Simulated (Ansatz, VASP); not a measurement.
## Ge in VASP and in Ansatz

INCAR

```
PREC = Accurate
ENCUT = 520
EDIFF = 1E-6
ISMEAR = 0
SIGMA = 0.1
LREAL = F
LASPH = T
NELM = 100
ALGO = Normal
ISIF = 2
LWAVE = F
LCHARG = T
LDIPOL = T
IDIPOL = 3
DIPOL = 0.5 0.5 0.500
GGA = PE
LELF = T
LVHAR = T
LVACPOTAV = T
NBANDS = 21
```

File KPOINTS:

```
Automatic mesh
0
Gamma
  12 12 1
```

File POSCAR:

```
Ge
1.0
    4.1810000000      0.0000000000      0.0000000000
   -2.0905000000      3.6208522132      0.0000000000
    0.0000000000      0.0000000000     28.0000000000
Ge
2
Direct
    0.3333333333      0.6666666667      0.5051964286
    0.6666666667      0.3333333333      0.4948035714
```

Input for Ansatz:

```yaml
crystal:
  lattice:
    - [4.181, 0.0, 0.0]
    - [-2.0905, 3.6208522132, 0.0]
    - [0.0, 0.0, 28.0]
  atoms:
    - { symbol: Ge, position: [0.3333333333, 0.6666666667, 0.5051964286] }
    - { symbol: Ge, position: [0.6666666667, 0.3333333333, 0.4948035714] }
  periodic: [true, true, false]
basis:
  ecutwfc: 420
kpoints:
  mp_grid: { grid: [12, 12, 1] }
hamiltonian:
  xc: pbe
  pseudopotentials: { kind: paw, azcp: { folder: soft_1 } }
scf:
  occupations: { method: gaussian, width: 0.1 }
output:
  forces: true
  stress: true
  eigenvalues: true
```

Alike in both runs: task single point; functional PBE; k mesh 12 × 12 × 1; occupations gaussian, width 0.1 eV; no spin polarisation.

```csv
,VASP,Ansatz
version,VASP 6.6.1,Ansatz 0.2.0
potentials or method,"VASP PAW PBE potentials, release 64 (Ge_d), cutoff 520 eV","scalar-relativistic, plane waves, PAW"
valence electrons in the cell,28,28
```

```csv
,VASP,Ansatz,Ansatz less VASP
gap on the k mesh at the Fermi level (eV),none,none,-
rms of the force components (eV/Å),0.304,0.307,+0.0028
"work function, face that differs most (eV)",4.78,4.77,-0.002
```

Atom by atom the forces differ by 0.003 eV/Å (rms over components). A gap of «none» marks a metal or a gap that the smearing closes. With one functional, cell and mesh, what is left measures potentials, basis and numerics.
